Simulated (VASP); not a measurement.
# CoBr (P6/mmm) in VASP: notebook, part 2 of 2

VASP 6.6.1.

## (4) Single point, PBE+U, collinear spin, ferromagnetic start

INCAR reads:

```
SYSTEM = CoBr
PREC     = Accurate       ! precision mode
ENCUT    = 520            ! plane-wave cutoff, eV
EDIFF    = 1E-6           ! SCF threshold, eV
ISMEAR   = -1             ! smearing method
SIGMA    = 0.05           ! smearing width, eV
LREAL    = .False.        ! projectors in reciprocal space
LASPH    = .True.         ! aspherical terms in the spheres
NELM     = 150            ! most SCF steps
ALGO     = Normal         ! electronic algorithm
ISIF     = 2              ! what is computed and relaxed
LWAVE    = .False.        ! write WAVECAR
LCHARG   = .False.        ! write CHGCAR
ISPIN    = 2              ! spin polarisation
MAGMOM   = 2.5 0          ! initial moments
LORBIT   = 11             ! projections on sites
LMAXMIX  = 4              ! l up to which the mixer works
LDAU     = .True.         ! DFT+U
LDAUTYPE = 2            
LDAUL    = 2 -1           ! shell
LDAUU    = 6 0            ! U, eV
LDAUJ    = 0 0          
LDAUPRINT= 1            
GGA      = PE             ! functional
NBANDS   = 19             ! bands
```

KPOINTS reads:

```
regular mesh
0
Gamma
  11 11 8
  0 0 0
```

POSCAR reads:

```
CoBr
1.0
    3.4979560000      0.0000000000      0.0000000000
   -1.7489780000      3.0293190000      0.0000000000
    0.0000000000      0.0000000000      4.5020260000
Co Br
1 1
Direct
    0.0000000000      0.0000000000      0.0000000000
    0.0000000000      0.0000000000      0.5000000000
```

Potentials or basis: VASP PAW PBE potentials, release 64 (Co, Br).

Run with:

```console
> cat potpaw_PBE.64/Co/POTCAR potpaw_PBE.64/Br/POTCAR > POTCAR
> mpirun -np 1 vasp_std > vasp.out
```

OUTCAR:

```text
SYSTEM = CoBr
   PREC = Accurate
   ENCUT = 520
   EDIFF = 1E-6
   ISMEAR = -1
   LREAL = .False.
   LASPH = .True.
   NELM = 150
   ISIF = 2
   ISPIN = 2
   LORBIT = 11
   GGA = PE

 ion  position               nearest neighbor table
   1  0.000  0.000  0.000-   2 2.25   2 2.25
   2  0.000  0.000  0.500-   1 2.25   1 2.25

  LATTYP: Found a hexagonal cell.
 ALAT       =     3.4979560000
 C/A-ratio  =     1.2870447770

  Lattice vectors:

 A1 = (   3.4979560000,   0.0000000000,   0.0000000000)
 A2 = (  -1.7489780000,   3.0293190000,   0.0000000000)
 A3 = (   0.0000000000,   0.0000000000,   4.5020260000)

Analysis of symmetry for initial positions (statically):
=====================================================================
 Subroutine PRICEL returns:
 Original cell was already a primitive cell.

 Routine SETGRP: Setting up the symmetry group for a
 hexagonal supercell.

 Subroutine GETGRP returns: Found 24 space group operations
 (whereof 24 operations were pure point group operations)
 out of a pool of 24 trial point group operations.

The static configuration has the point symmetry D_6h.

Analysis of symmetry for dynamics (positions and initial velocities):
=====================================================================
 Subroutine PRICEL returns:
 Original cell was already a primitive cell.

 Routine SETGRP: Setting up the symmetry group for a
 hexagonal supercell.

 Subroutine GETGRP returns: Found 24 space group operations
 (whereof 24 operations were pure point group operations)
 out of a pool of 24 trial point group operations.
[... 186 lines left out ...]
  o =  0.9581  v =  0.0000 -0.0000  1.0000 -0.0000  0.0000  0.0000  0.0000  0.0000  0.0000  0.0000      0.0000  0.0000  0.0000  0.0000  0.0000  0.0000  0.0000  0.0000  0.0000  0.0000
  o =  0.9648  v =  0.0000  0.0000 -0.0000 -1.0000 -0.0000  0.0000  0.0000  0.0000  0.0000  0.0000      0.0000  0.0000  0.0000  0.0000  0.0000  0.0000  0.0000  0.0000  0.0000  0.0000
  o =  0.9648  v =  0.0000  1.0000  0.0000  0.0000 -0.0000  0.0000  0.0000  0.0000  0.0000  0.0000      0.0000  0.0000  0.0000  0.0000  0.0000  0.0000  0.0000  0.0000  0.0000  0.0000

 number of electron      16.0000003 magnetization       2.0523093

 Free energy of the ion-electron system (eV)
  ---------------------------------------------------
  ext. energy  EPLUGINS =         0.00000000
  ---------------------------------------------------
  free energy    TOTEN  =        -3.04491336 eV

  energy without entropy =       -3.01571101  energy(sigma->0) =       -3.03031219

 E-fermi :   3.2736     XC(G=0):  -9.1853

 val. band max:        3.2732414885   @ k =   0.3636  -0.0000   0.2500
 cond. band min:       3.2839763967   @ k =   0.3636   0.1818   0.0000
 fundamental gap:      0.0107349082
 Fermi energy:         3.2736227834

 spin component 1

 k-point     1 :       0.0000    0.0000    0.0000
  band No.  band energies     occupation
      1     -13.1536      1.00000
      2      -1.8297      1.00000
      3      -1.7933      1.00000
      4      -0.8535      1.00000
      5      -0.8535      1.00000
      6      -0.1789      1.00000
[... 1049 lines left out ...]
     18      17.7132      0.00000
     19      18.9838      0.00000

 [... further k-points ...]

------------------------ aborting loop because EDIFF is reached ----------------------------------------

  FORCE on cell =-STRESS in cart. coord.  units (eV):
  Direction    XX          YY          ZZ          XY          YZ          ZX
  --------------------------------------------------------------------------------------
  -------------------------------------------------------------------------------------
  Total        0.6095939      0.6095940      1.9296268      0.0000000      0.0000000      0.0000000
  in kB       20.4731106     20.4731139     64.8062005      0.0000000      0.0000000      0.0000000
  external PRESSURE =      35.2508083 kB  Pullay stress =       0.0000000 kB

 VOLUME and BASIS-vectors are now :
 -----------------------------------------------------------------------------
  energy-cutoff  :      520.00
  volume of cell :       47.71
      direct lattice vectors                 reciprocal lattice vectors
     3.497956000  0.000000000  0.000000000     0.285881240  0.165053598  0.000000000
    -1.748978000  3.029319000  0.000000000     0.000000000  0.330107196  0.000000000
     0.000000000  0.000000000  4.502026000     0.000000000  0.000000000  0.222122218

 POSITION                                       TOTAL-FORCE (eV/Angst)
 -----------------------------------------------------------------------------------
      0.00000      0.00000      0.00000         0.000000      0.000000      0.000000
      0.00000      0.00000      2.25101        -0.000000      0.000000      0.000000
 -----------------------------------------------------------------------------------
    total drift:                               -0.000000      0.000000     -0.000000

  FREE ENERGIE OF THE ION-ELECTRON SYSTEM (eV)
  ---------------------------------------------------
  free  energy   TOTEN  =        -3.0449133582 eV

  energy  without entropy=       -3.0157110134  energy(sigma->0) =       -3.03031219

 total charge

# of ion       s       p       d       tot
------------------------------------------
    1        0.301   0.241   7.516   8.058
    2        1.609   3.274   0.045   4.928
--------------------------------------------------
tot          1.910   3.515   7.561  12.986

 magnetization (x)

# of ion       s       p       d       tot
------------------------------------------
    1        0.017  -0.007   2.046   2.056
    2        0.002   0.108  -0.003   0.108
--------------------------------------------------
tot          0.019   0.101   2.043   2.163
```

OSZICAR:

```text
N       E                     dE             d eps       ncg     rms          rms(c)
DAV:   1     0.100233214624E+03    0.10023E+03   -0.64239E+03  6088   0.773E+02
DAV:   2     0.526778600594E+01   -0.94965E+02   -0.83943E+02  6515   0.187E+02
DAV:   3    -0.298241000471E+01   -0.82502E+01   -0.80993E+01  7310   0.624E+01
[... 15 lines left out ...]
DAV:  19    -0.304490616162E+01   -0.26116E-05   -0.57233E-05  7182   0.565E-02    0.162E-02
DAV:  20    -0.304491686827E+01   -0.10707E-04   -0.28133E-05  7643   0.641E-02    0.117E-02
DAV:  21    -0.304491198386E+01    0.48844E-05   -0.30756E-05  7286   0.278E-02    0.447E-03
DAV:  22    -0.304491301953E+01   -0.10357E-05   -0.28036E-06  6215   0.186E-02    0.312E-03
DAV:  23    -0.304491335819E+01   -0.33866E-06   -0.11282E-06  3296   0.740E-03
   1 F= -.30449134E+01 E0= -.30303122E+01  d E =-.292023E-01  mag=     2.0523
```

Run time: 97 s. Hardware: 1 thread of AMD EPYC 9R45 (Zen 5), shared host; peak memory 0.24 GiB.

What came out:

```
Free energy                                           : -3.0449 eV
Pressure                                              : 3.5 GPa
Net moment                                            : 2.05 μB per cell
Site moments                                          : Co +2.06; Br +0.11 μB
Valence electrons inside the program's atomic spheres : Co 8.06; Br 4.93
```

Eigenvalues of the final occupation matrices:
```
    site  spin  trace               eigenvalues
site 1 d     1   4.80  0.95 0.95 0.96 0.96 0.96
site 1 d     2   2.75  0.11 0.63 0.63 0.69 0.69
```

Caveat: the cell stands under pressure.

## (5) Single point, PBE+U, collinear spin, ferromagnetic start

INCAR reads:

```
  ALGO = Normal
  EDIFF = 1E-6
  ENCUT = 520
  GGA = PE
  ISIF = 2
  ISMEAR = -1
  ISPIN = 2
  LASPH = True
  LCHARG = False
  LDAU = True
  LDAUJ = 0 0
  LDAUL = 2 -1
  LDAUPRINT = 1
  LDAUTYPE = 2
  LDAUU = 8 0
  LMAXMIX = 4
  LORBIT = 11
  LREAL = False
  LWAVE = False
  MAGMOM = 2.5 0
  NBANDS = 19
  NELM = 150
  PREC = Accurate
  SIGMA = 0.05
```

KPOINTS reads:

```
k-points
0
Gamma
  11 11 8
```

POSCAR is that of step 4.

Potentials or basis: VASP PAW PBE potentials, release 64 (Co, Br).

Run with:

```console
> cat potpaw_PBE.64/Co/POTCAR potpaw_PBE.64/Br/POTCAR > POTCAR
> mpirun -np 1 vasp_std > vasp.out
```

OUTCAR:

```text
EDIFF = 1E-6
   ENCUT = 520
   GGA = PE
   ISIF = 2
   ISMEAR = -1
   ISPIN = 2
   LASPH = True
   LORBIT = 11
   LREAL = False
   NELM = 150
   PREC = Accurate

 ion  position               nearest neighbor table
   1  0.000  0.000  0.000-   2 2.25   2 2.25
   2  0.000  0.000  0.500-   1 2.25   1 2.25

  LATTYP: Found a hexagonal cell.
 ALAT       =     3.4979560000
 C/A-ratio  =     1.2870447770

  Lattice vectors:

 A1 = (   3.4979560000,   0.0000000000,   0.0000000000)
 A2 = (  -1.7489780000,   3.0293190000,   0.0000000000)
 A3 = (   0.0000000000,   0.0000000000,   4.5020260000)
[... 1305 lines left out ...]
  external PRESSURE =      48.9384747 kB  Pullay stress =       0.0000000 kB

 VOLUME and BASIS-vectors are now :
 -----------------------------------------------------------------------------
  energy-cutoff  :      520.00
  volume of cell :       47.71
      direct lattice vectors                 reciprocal lattice vectors
     3.497956000  0.000000000  0.000000000     0.285881240  0.165053598  0.000000000
    -1.748978000  3.029319000  0.000000000     0.000000000  0.330107196  0.000000000
     0.000000000  0.000000000  4.502026000     0.000000000  0.000000000  0.222122218

 POSITION                                       TOTAL-FORCE (eV/Angst)
 -----------------------------------------------------------------------------------
      0.00000      0.00000      0.00000         0.000000      0.000000      0.000000
      0.00000      0.00000      2.25101        -0.000000      0.000000      0.000000
 -----------------------------------------------------------------------------------
    total drift:                               -0.000000      0.000000     -0.000000

  FREE ENERGIE OF THE ION-ELECTRON SYSTEM (eV)
  ---------------------------------------------------
  free  energy   TOTEN  =        -3.6527394941 eV

  energy  without entropy=       -3.6503378130  energy(sigma->0) =       -3.65153865

 total charge

# of ion       s       p       d       tot
------------------------------------------
    1        0.344   0.242   7.528   8.113
    2        1.601   3.289   0.042   4.931
--------------------------------------------------
tot          1.944   3.530   7.570  13.045

 magnetization (x)

# of ion       s       p       d       tot
------------------------------------------
    1        0.010  -0.002   2.073   2.082
    2        0.002  -0.013  -0.002  -0.014
--------------------------------------------------
tot          0.012  -0.015   2.071   2.068
```

OSZICAR:

```text
N       E                     dE             d eps       ncg     rms          rms(c)
DAV:   1     0.101983879025E+03    0.10198E+03   -0.64573E+03  6088   0.774E+02
DAV:   2     0.698111481860E+01   -0.95003E+02   -0.84631E+02  6542   0.188E+02
[... 48 lines left out ...]
DAV:  51    -0.365272026484E+01    0.60041E-05   -0.21023E-05  6574   0.855E-02    0.179E-02
DAV:  52    -0.365273456930E+01   -0.14304E-04   -0.95482E-05  6511   0.118E-01    0.137E-02
DAV:  53    -0.365273759611E+01   -0.30268E-05   -0.14434E-05  7167   0.349E-02    0.712E-03
DAV:  54    -0.365273881750E+01   -0.12214E-05   -0.60376E-06  5623   0.157E-02    0.345E-03
DAV:  55    -0.365273918417E+01   -0.36667E-06   -0.12091E-05  6485   0.372E-02    0.145E-03
DAV:  56    -0.365273949415E+01   -0.30998E-06   -0.13950E-06  4250   0.155E-02
   1 F= -.36527395E+01 E0= -.36515387E+01  d E =-.240168E-02  mag=     2.0572
```

stdout:

```text
POSCAR found type information on POSCAR CoBr
 POSCAR found :  2 types and       2 ions
 scaLAPACK will be used
 LDA part: xc-table for (Slater+PW92), standard interpolation
 POSCAR, INCAR and KPOINTS ok, starting setup
 FFT: planning ... GRIDC
 FFT: planning ... GRID_SOFT
 FFT: planning ... GRID
 WAVECAR not read
 entering main loop
```

Run time: 3.8 min. Hardware: 1 thread of AMD EPYC 9R45 (Zen 5), shared host; peak memory 0.24 GiB.

Results:

- Free energy: -3.6527 eV
- Pressure: 4.9 GPa
- Net moment: 2.06 μB per cell
- Site moments: Co +2.08; Br -0.01 μB
- Valence electrons inside the program's atomic spheres: Co 8.11; Br 4.93

Eigenvalues of the final occupation matrices:
| site | spin | trace | eigenvalues |
| --- | --- | --- | --- |
| site 1 d | 1 | 4.82 | 0.93 0.97 0.97 0.97 0.97 |
| site 1 d | 2 | 2.74 | 0.00 0.00 0.80 0.97 0.97 |

Caveat: the stress differs along the axes, from 1 to 7 GPa. The state reached can hang on the start; a lower one may exist.

## (6) Overview

```tsv
U	gap on the mesh (eV)	pressure (GPa)	moment (μB)
Co d U = 2.0 eV	none	0.2	2.05
Co d U = 4.0 eV	none	1.6	2.06
Co d U = 6.0 eV	none	3.5	2.05
Co d U = 8.0 eV	none	4.9	2.06
```

Alike in all rows: task single point; level PBE+U; potentials or basis VASP PAW PBE potentials, release 64 (Co, Br); spin collinear, ferromagnetic start; cell as given; k mesh 11 × 11 × 8; cutoff (eV) 520; smearing fermi-dirac 0.05 eV.

Caveats: the cell stands under pressure (at least some runs); the stress differs along the axes, from 1 to 7 GPa (at least some runs).

Total energies depend on the potentials used, so only differences within one code and one set of settings carry meaning.

The gap in the log of VASP goes by the Fermi energy; the results here count the filled bands.